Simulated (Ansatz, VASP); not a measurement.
**N: VASP beside Ansatz**

```xyz
4
Lattice="4.1672 0.0000 0.0000 -2.0836 3.6089 0.0000 0.0000 0.0000 7.0060" Properties=species:S:1:pos:R:3 pbc="T T T"
N     2.0836    1.2030    4.7015
N     2.0836    1.2030    5.8075
N     0.0000    2.4060    1.1985
N     0.0000    2.4060    2.3045
```

Alike in both runs: task single point; functional PBE-based screened hybrid with a share of 0.2 of exact exchange and HFSCREEN = 0.2; k mesh 4 × 4 × 2; occupations fermi-dirac, width 0.05 eV; no spin polarisation.

```csv
,VASP,Ansatz
version,VASP 6.6.1,Ansatz 0.2.0
potentials or method,"VASP PAW PBE potentials, release 64 (N_h)",Ansatz PAW
plane-wave cutoff (eV),1000,420
valence electrons in the cell,20,20
```

VASP gave:

| Item | Value |
| --- | --- |
| gap on the k mesh at the Fermi level (eV) | 9.03 |
| least direct gap on the mesh (eV) | 9.25 |
| rms of the force components (eV/Å) | 1.193 |

Problem. Estimate Ansatz's values.

Solution. gap on the k mesh at the Fermi level (eV): 9.03; least direct gap on the mesh (eV): 9.25; rms of the force components (eV/Å): 1.246.

VASP's potentials were made for PBE, not for PBE-based screened hybrid. Atom by atom the forces differ by 0.052 eV/Å (rms over components).

The k mesh is coarse, so the values compare programs but aren't converged.
